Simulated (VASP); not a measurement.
# Si54Ag (a cell with a defect) in VASP: single point with PBE

Aim: the single point of Si54Ag (a cell with a defect) with PBE.

Everything below comes from runs of VASP 6.6.1. Logs are shortened: lines on timing, memory, paths and dates and some standing lists are left out, and cuts for length are marked.

## (1) The cell of the first run

The cell holds a defect, 55 atoms: a = 11.604 Å, b = 11.604 Å, c = 11.604 Å, α = 60.00°, β = 60.00°, γ = 60.00°.

## (2) Single point, PBE

Contents of INCAR:

```
SYSTEM = Si54Ag
ALGO = Normal
EDIFF = 1E-6
ENCUT = 520
GGA = PE
ISIF = 2
ISMEAR = 0
KPAR = 2
LASPH = .TRUE.
LCHARG = .FALSE.
LREAL = Auto
LWAVE = .FALSE.
NBANDS = 146
NCORE = 2
NELECT = 226.0
NELM = 80
PREC = Accurate
SIGMA = 0.02
```

Contents of KPOINTS:

```
k-points
0
G
  2 2 2
  0 0 0
```

Contents of POSCAR:

```
Si54Ag
1.0
   -8.2051406323      0.0000000000      8.2051406323
   -8.2051406323     -8.2051406323      0.0000000000
    0.0000000000     -8.2051406323      8.2051406323
Si Ag
54 1
Direct
    0.2517335890      0.9257124089      0.2517489453
    0.2515713127      0.5844321523      0.2515947127
    0.2464055877      0.2607196629      0.2464228940
    0.2517429125      0.9257220979      0.5707459762
    0.2507423812      0.5839025453      0.5826630785
    0.2512314648      0.2505398252      0.5825984848
    0.2683761435      0.9169529612      0.9073261914
    0.2515797830      0.5844352601      0.9123673604
    0.2512311601      0.2505404955      0.9156067320
    0.5707356778      0.9257300807      0.2517506515
    0.5826388863      0.5839028500      0.2507670608
    0.5825764255      0.2505378752      0.2512601054
    0.5833715977      0.9162802122      0.5834093789
    0.5826391301      0.5839061406      0.5826620425
    0.5832658713      0.2501261821      0.5832915869
    0.5833793367      0.9162789326      0.9169123160
    0.5873334433      0.5757513139      0.9184461105
    0.5825724645      0.2505420799      0.9156007601
    0.9073177821      0.9169545456      0.2684506090
    0.9123414620      0.5844195992      0.2516123845
    0.9155825399      0.2505406784      0.2512588866
    0.9168822738      0.9162742404      0.5834166914
    0.9184231371      0.5757443061      0.5873621448
    0.9155815039      0.2505443955      0.5825907458
    0.9073005977      0.9169836737      0.9072380759
    0.9184286824      0.5757393702      0.9184534230
    0.9202666156      0.2391108316      0.9202985468
    0.1648642675      0.1742486283      0.1648871800
    0.1759886350      0.8330470867      0.1760071600
    0.1630093328      0.5108891715      0.1630348046
    0.1648629269      0.1742556970      0.4959710848
    0.1663945277      0.8337198357      0.4999239725
    0.1677031585      0.4994601779      0.5007347447
    0.1709314396      0.1655678508      0.8317386387
    0.1760563365      0.8330454414      0.8148826814
    0.1677077288      0.4994620670      0.8320733070
    0.4959547535      0.1742606939      0.1648798675
    0.4999039241      0.8337211154      0.1664210354
    0.5007116495      0.4994595076      0.1677266194
    0.5006413886      0.1660974578      0.5006701511
    0.4999064835      0.8337257466      0.4999167210
    0.5000169630      0.4998738820      0.5000417036
    0.5006421199      0.1660970922      0.8325663515
    0.5125282659      0.8242875781      0.8315844671
    0.5007153666      0.4994593248      0.8320744648
    0.8317156653      0.1655647430      0.1709659911
    0.8148556252      0.8330164352      0.1760952145
    0.8320486882      0.4994579232      0.1677325913
    0.8325406359      0.1660938016      0.5006712480
    0.8315443703      0.8242778281      0.5125873752
    0.8320499679      0.4994556685      0.5007425447
    0.8317068903      0.1655803430      0.8317209059
    0.8315496718      0.8242699672      0.8315826999
    0.8368814512      0.4892803402      0.8369104574
    0.0415309152     -0.1250001732      0.0416666838
```

Potentials or basis: VASP PAW PBE potentials, release 64 (Si, Ag).

Started as:

```console
cat potpaw_PBE.64/Si/POTCAR potpaw_PBE.64/Ag/POTCAR > POTCAR
mpirun -np 4 vasp_std > vasp.out
```

OUTCAR:

```text
SYSTEM = Si54Ag
   EDIFF = 1E-6
   ENCUT = 520
   GGA = PE
   ISIF = 2
   ISMEAR = 0
   LASPH = .TRUE.
   LREAL = Auto
   NELECT = 226.0
   NELM = 80
   PREC = Accurate

 ion  position               nearest neighbor table
   1  0.252  0.926  0.252-  29 2.32  38 2.35  32 2.35  28 2.36
   2  0.252  0.584  0.252-  29 2.36  33 2.36  39 2.36  30 2.38
   3  0.246  0.261  0.246-  28 2.36  31 2.36  37 2.36  30 2.37
   4  0.252  0.926  0.571-  35 2.32  41 2.35  32 2.35  31 2.36
   5  0.251  0.584  0.583-  42 2.36  33 2.36  36 2.36  32 2.37
   6  0.251  0.251  0.583-  33 2.36  34 2.36  31 2.36  40 2.36
   7  0.268  0.917  0.907-  44 2.32  34 2.36  55 2.45  35 2.55  29 2.55
   8  0.252  0.584  0.912-  35 2.36  45 2.36  36 2.36  30 2.38
   9  0.251  0.251  0.916-  36 2.36  34 2.36  28 2.36  43 2.36
  10  0.571  0.926  0.252-  47 2.32  41 2.35  38 2.35  37 2.36
  11  0.583  0.584  0.251-  42 2.36  48 2.36  39 2.36  38 2.37
  12  0.583  0.251  0.251-  39 2.36  46 2.36  37 2.36  40 2.36
  13  0.583  0.916  0.583-  50 2.35  44 2.35  41 2.36  40 2.37
  14  0.583  0.584  0.583-  42 2.36  51 2.36  45 2.36  41 2.37
  15  0.583  0.250  0.583-  40 2.36  43 2.36  49 2.36  42 2.37
  16  0.583  0.916  0.917-  44 2.35  53 2.35  38 2.36  43 2.37
  17  0.587  0.576  0.918-  44 2.36  39 2.36  45 2.36  54 2.36
[... 22 lines left out ...]
  40  0.501  0.166  0.501-  15 2.36   6 2.36  12 2.36  13 2.37
  41  0.500  0.834  0.500-   4 2.35  10 2.35  13 2.36  14 2.37
  42  0.500  0.500  0.500-   5 2.36  11 2.36  14 2.36  15 2.37
  43  0.501  0.166  0.833-  15 2.36  18 2.36   9 2.36  16 2.37
  44  0.513  0.824  0.832-   7 2.32  16 2.35  13 2.35  17 2.36
  45  0.501  0.499  0.832-  18 2.36   8 2.36  17 2.36  14 2.36
  46  0.832  0.166  0.171-  19 2.36  21 2.36  12 2.36  27 2.38
  47  0.815  0.833  0.176-  10 2.32  20 2.36  55 2.45  19 2.55  25 2.55
  48  0.832  0.499  0.168-  21 2.36  20 2.36  26 2.36  11 2.36
  49  0.833  0.166  0.501-  15 2.36  24 2.36  21 2.36  22 2.37
  50  0.832  0.824  0.513-  19 2.32  22 2.35  13 2.35  23 2.36
  51  0.832  0.499  0.501-  24 2.36  20 2.36  23 2.36  14 2.36
  52  0.832  0.166  0.832-  25 2.36  24 2.36  18 2.36  27 2.38
  53  0.832  0.824  0.832-  25 2.32  22 2.35  16 2.35  26 2.36
  54  0.837  0.489  0.837-  17 2.36  23 2.36  26 2.36  27 2.37
  55  0.042  0.875  0.042-  47 2.45  25 2.45  35 2.45  19 2.45   7 2.45  29 2.45

  LATTYP: Found a face centered cubic cell.
 ALAT       =    16.4102812646

  Lattice vectors:

 A1 = (  -8.2051406323,   0.0000000000,   8.2051406323)
 A2 = (  -8.2051406323,  -8.2051406323,   0.0000000000)
 A3 = (   0.0000000000,  -8.2051406323,   8.2051406323)

Analysis of symmetry for initial positions (statically):
=====================================================================
 Subroutine PRICEL returns:
 Original cell was already a primitive cell.

[... 220 lines left out ...]
   PSTRESS=    0.0 pullay stress
   NELECT =     226.0000    total number of electrons
   NUPDOWN=      -1.0000    fix difference up-down
   EMIN   =  10.00;   EMAX   =-10.00  energy-range for DOS
   EFERMI =   0.00;   METHOD = LEGACY
   ISMEAR =     0;   SIGMA  =   0.02  broadening in eV -4-tet -1-fermi 0-gaus
   EFERMI_NEDOS =   21; number of points for ismear=-14 and -15
   IALGO  =     38    algorithm
   IMIX   =      4    mixing-type and parameters
     AMIX     =   0.40;   BMIX     =  1.00
     AMIX_MAG =   1.60;   BMIX_MAG =  1.00
  volume/ion in A,a.u.               =      20.09       135.56
  Fermi-wavevector in a.u.,A,eV,Ry     =   0.964602  1.822834 12.659644  0.930458
  Thomas-Fermi vector in A             =   2.094248
   LORBIT       =      0    0 simple, 1 ext, 2 COOP (PROOUT), +10 PAW based schemes
   GGA     = PE    functional components
   LHFCALC =     F    Hartree Fock is set to
   AEXX    =    0.0000 exact exchange contribution
   IVDW    =     0    specifies the selected vdW correction
   LEPSILON=     F    determine dielectric tensor
   LRPA    =     F    only Hartree local field effects (RPA)
 non-spin polarized calculation
 Gauss-broadening in eV      SIGMA  =   0.02
  energy-cutoff  :      520.00
  volume of cell :     1104.81
 maximum number of plane-waves:     29794
 NGX is ok and might be reduce to    90
   NGX = 43   NGY = 43   NGZ = 43

 number of electron     226.0000001 magnetization

 Free energy of the ion-electron system (eV)
  ---------------------------------------------------
  ext. energy  EPLUGINS =         0.00000000
  ---------------------------------------------------
  free energy    TOTEN  =      -298.60324506 eV

  energy without entropy =     -298.60324506  energy(sigma->0) =     -298.60324506

 E-fermi :   6.0432     XC(G=0):  -9.4084

 val. band max:        5.9175677355   @ k =   0.0000   0.0000   0.0000
 cond. band min:       6.3924129817   @ k =   0.0000   0.0000   0.0000
 fundamental gap:      0.4748452462
 Fermi energy:         6.0431852216

 k-point     1 :       0.0000    0.0000    0.0000
  band No.  band energies     occupation
      1      -6.0805      2.00000
      2      -4.8801      2.00000
      3      -4.7387      2.00000
      4      -4.7135      2.00000
      5      -4.7133      2.00000
      6      -4.7062      2.00000
[... 757 lines left out ...]
    124       7.8484      0.00000
    125       7.9128      0.00000
 [bands above 125 left out]

------------------------ aborting loop because EDIFF is reached ----------------------------------------

  FORCE on cell =-STRESS in cart. coord.  units (eV):
  Direction    XX          YY          ZZ          XY          YZ          ZX
  --------------------------------------------------------------------------------------
  -------------------------------------------------------------------------------------
  Total       -0.0405696     -0.0455178     -0.0405696     -1.6621135     -1.6621135     -1.6630709
  in kB       -0.0588332     -0.0660091     -0.0588332     -2.4103670     -2.4103670     -2.4117554
  external PRESSURE =      -0.0612252 kB  Pullay stress =       0.0000000 kB

 VOLUME and BASIS-vectors are now :
 -----------------------------------------------------------------------------
  energy-cutoff  :      520.00
  volume of cell :     1104.81
      direct lattice vectors                 reciprocal lattice vectors
    -8.205140632  0.000000000  8.205140632    -0.060937408  0.060937408  0.060937408
    -8.205140632 -8.205140632  0.000000000    -0.060937408 -0.060937408 -0.060937408
     0.000000000 -8.205140632  8.205140632     0.060937408 -0.060937408  0.060937408

 POSITION                                       TOTAL-FORCE (eV/Angst)
 -----------------------------------------------------------------------------------
     -9.66111     -9.66124      4.13114         0.004574      0.004362     -0.003472
     -6.85953     -6.85972      4.12855         0.000611      0.000630     -0.001322
     -4.16103     -4.16118      4.04373        -0.001687     -0.001663     -0.001561
     -9.66127    -12.27873      6.74864         0.004405     -0.003271      0.004219
     -6.84838     -9.57184      6.83821         0.001242     -0.002478     -0.002619
     -4.11710     -6.83602      6.84169        -0.000811     -0.003744      0.001387
[... 47 lines left out ...]
    -10.88134    -10.88158     13.73370         0.001561      0.001663      0.001687
     -7.52026     -7.52138      0.68265        -0.007252      0.000000      0.007252
 -----------------------------------------------------------------------------------
    total drift:                               -0.001486      0.003413      0.005859

  FREE ENERGIE OF THE ION-ELECTRON SYSTEM (eV)
  ---------------------------------------------------
  free  energy   TOTEN  =      -298.6032450593 eV

  energy  without entropy=     -298.6032450593  energy(sigma->0) =     -298.60324506
```

Wall time 11 min (4 MPI ranks of Intel Xeon Platinum 8375C at 2.90GHz (Ice Lake), shared host); peak memory 0.92 GiB.

Results:

```
Free energy   : -298.6032 eV
Largest force : 0.010 eV/Å
```

Forces on the atoms (eV/Å):
```
Si   0.005  0.004 -0.003
Si   0.001  0.001 -0.001
Si  -0.002 -0.002 -0.002
Si   0.004 -0.003  0.004
Si   0.001 -0.002 -0.003
Si  -0.001 -0.004  0.001
Si   0.003  0.003  0.003
Si   0.001 -0.001  0.001
Si  -0.001  0.001 -0.004
Si  -0.003  0.004  0.004
Si  -0.002  0.001 -0.003
Si  -0.004 -0.001  0.001
Si   0.004  0.004  0.005
Si  -0.002 -0.003  0.001
Si  -0.002 -0.002 -0.002
Si   0.004  0.005  0.004
Si  -0.004 -0.002 -0.002
Si  -0.004  0.001 -0.001
Si   0.005  0.003  0.002
Si  -0.001  0.001  0.001
Si   0.001 -0.001 -0.003
Si   0.005  0.004  0.004
Si  -0.001 -0.004 -0.001
Si   0.001 -0.003 -0.001
Si   0.005  0.003  0.003
Si  -0.001 -0.001 -0.004
Si  -0.003 -0.003 -0.003
Si   0.002  0.002  0.004
Si  -0.003 -0.003 -0.003
Si   0.003  0.003  0.003
Si   0.001  0.004  0.001
Si  -0.005 -0.004 -0.004
Si  -0.001  0.004  0.001
Si   0.001 -0.001 -0.001
Si  -0.002 -0.003 -0.005
Si  -0.001  0.001  0.004
Si   0.004  0.001  0.001
Si  -0.004 -0.005 -0.004
Si   0.004 -0.001  0.001
Si   0.003  0.002 -0.001
Si  -0.004 -0.004 -0.005
Si   0.002  0.002  0.002
Si   0.003 -0.001  0.002
Si   0.003 -0.004 -0.005
Si   0.003  0.001 -0.001
Si  -0.001  0.001 -0.001
Si  -0.003 -0.003 -0.005
Si   0.001 -0.001  0.004
Si  -0.001  0.003  0.002
Si  -0.004  0.003 -0.004
Si   0.001  0.003 -0.001
Si  -0.001 -0.001  0.001
Si  -0.004 -0.004  0.003
Si   0.002  0.002  0.002
Ag  -0.007  0.000  0.007
```

Levels at points of the mesh, in eV from the Fermi level:
| k point | band 110 | band 111 | band 112 | band 113 | band 114 | band 115 | band 116 | band 117 |
| --- | --- | --- | --- | --- | --- | --- | --- | --- |
| (0.00, 0.00, 0.00) | -0.98 | -0.31 | -0.13 | -0.13 | 0.35 | 0.41 | 0.46 | 0.46 |
| (0.50, 0.00, 0.00) | -0.71 | -0.70 | -0.69 | -0.52 | 0.63 | 0.74 | 0.83 | 0.86 |
| (0.00, 0.50, 0.00) | -0.69 | -0.69 | -0.46 | -0.46 | 0.60 | 0.76 | 0.81 | 0.81 |
| (0.00, 0.00, 0.50) | -0.71 | -0.70 | -0.69 | -0.52 | 0.63 | 0.74 | 0.83 | 0.86 |
| (0.50, 0.50, 0.00) | -0.84 | -0.83 | -0.79 | -0.60 | 0.42 | 0.48 | 1.35 | 1.44 |
| (0.00, 0.50, 0.50) | -0.84 | -0.83 | -0.79 | -0.60 | 0.42 | 0.48 | 1.35 | 1.44 |

Caveat: the cell carries a net charge on a neutralising background, which shifts energy and pressure; the cell is charged against a uniform background, so pressure and absolute levels hang on convention.
